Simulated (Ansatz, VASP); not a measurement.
MnO2: VASP beside Ansatz

Contents of INCAR:

```
PREC     = Accurate       # precision mode
ENCUT    = 520            # plane-wave cutoff, eV
EDIFF    = 1E-7           # SCF threshold, eV
ISMEAR   = 0              # smearing method
SIGMA    = 0.05           # smearing width, eV
LREAL    = F              # projectors in reciprocal space
LASPH    = T              # aspherical terms in the spheres
NELM     = 150            # most SCF steps
ALGO     = Normal         # electronic algorithm
ISIF     = 2              # what is computed and relaxed
LWAVE    = F              # write WAVECAR
LCHARG   = T              # write CHGCAR
ISPIN    = 2              # spin polarisation
MAGMOM   = 3 3 0 0 0 0    # initial moments
LORBIT   = 11             # projections on sites
LMAXMIX  = 4              # l up to which the mixer works
LDAU     = T              # DFT+U
LDAUTYPE = 1            
LDAUL    = 2 -1           # shell
LDAUU    = 8 0            # U, eV
LDAUJ    = 0.5 0        
LDAUPRINT= 1            
GGA      = PE             # functional
LELF     = T              # ELF
LVHAR    = T            
NBANDS   = 38             # bands
```

Contents of KPOINTS:

```
Automatic mesh
0
Gamma
  4 4 7
```

The input POSCAR:

```
MnO2
1.0
    4.3959987700      0.0000000000      0.0000000000
    0.0000000000      4.3959987700      0.0000000000
    0.0000000000      0.0000000000      2.8709991900
Mn O
2 4
Direct
    0.0000000000      0.0000000000      0.0000000000
    0.5000000000      0.5000000000      0.5000000000
    0.3020000000      0.3020000000      0.0000000000
    0.1980000000      0.8020000000      0.5000000000
    0.6980000000      0.6980000000      0.0000000000
    0.8020000000      0.1980000000      0.5000000000
```

Input for Ansatz:

```yaml
crystal:
  lattice:
    - [4.39599877, 0.0, 0.0]
    - [0.0, 4.39599877, 0.0]
    - [0.0, 0.0, 2.87099919]
  atoms:
    - { symbol: Mn, position: [0.0, 0.0, 0.0], spin: 3.0 }
    - { symbol: Mn, position: [0.5, 0.5, 0.5], spin: 3.0 }
    - { symbol: O, position: [0.302, 0.302, 0.0] }
    - { symbol: O, position: [0.198, 0.802, 0.5] }
    - { symbol: O, position: [0.698, 0.698, 0.0] }
    - { symbol: O, position: [0.802, 0.198, 0.5] }
basis:
  ecutwfc: 420
  ecutrho_ratio: 4
kpoints:
  mp_grid: { grid: [4, 4, 7] }
hamiltonian:
  xc: pbe
  hubbard:
    sites:
      - { site: 0, l: d, u: 8.0, j: 0.5 }
      - { site: 1, l: d, u: 8.0, j: 0.5 }
scf:
  occupations: { method: gaussian, width: 0.05 }
  lower_state_search: "off"
  max_iter: 150
output:
  forces: true
  stress: true
  eigenvalues: true
  populations: true
  hubbard: { sites: [{ site: 0, l: d }, { site: 1, l: d }] }
magnetization:
  spin_polarized: true
```

Alike in both runs: task single point; functional PBE; k mesh 4 × 4 × 7; occupations gaussian, width 0.05 eV; collinear spin; Hubbard terms Mn d U = 8.0 eV, J = 0.5 eV.

|  | VASP | Ansatz |
| --- | --- | --- |
| version | VASP 6.6.1 | Ansatz 0.2.0 |
| potentials or method | VASP PAW PBE potentials, release 64 (Mn_pv, O), cutoff 520 eV | scalar-relativistic, plane waves, PAW |
| valence electrons in the cell | 50 | 54 |

Ansatz gave:

* gap on the k mesh at the Fermi level (eV): none
* pressure (GPa): 21.7
* traceless stress, the component that is largest in VASP (GPa): 5.31
* rms of the force components (eV/Å): 0.126
* net moment per atom (μB): 1.01
* size of the moment on the site where the two differ most (μB): 3.00

Problem. What did VASP give for the same quantities?

Solution. gap on the k mesh at the Fermi level (eV): none; pressure (GPa): 19.4; traceless stress, the component that is largest in VASP (GPa): 3.82; rms of the force components (eV/Å): 0.157; net moment per atom (μB): 1.01; size of the moment on the site where the two differ most (μB): 3.36.

Site moments also hang on the region over which each program counts them. The programs project onto different local orbitals, so the same U acts differently, and such runs can settle in different states. Atom by atom the forces differ by 0.031 eV/Å (rms over components). A gap of «none» marks a metal or a gap that the smearing closes. VASP's potentials hold 50 valence electrons a cell and Ansatz's 54, so a difference there can come from the potentials and not from the codes. Ansatz's warnings: filled band counts differ across k points.
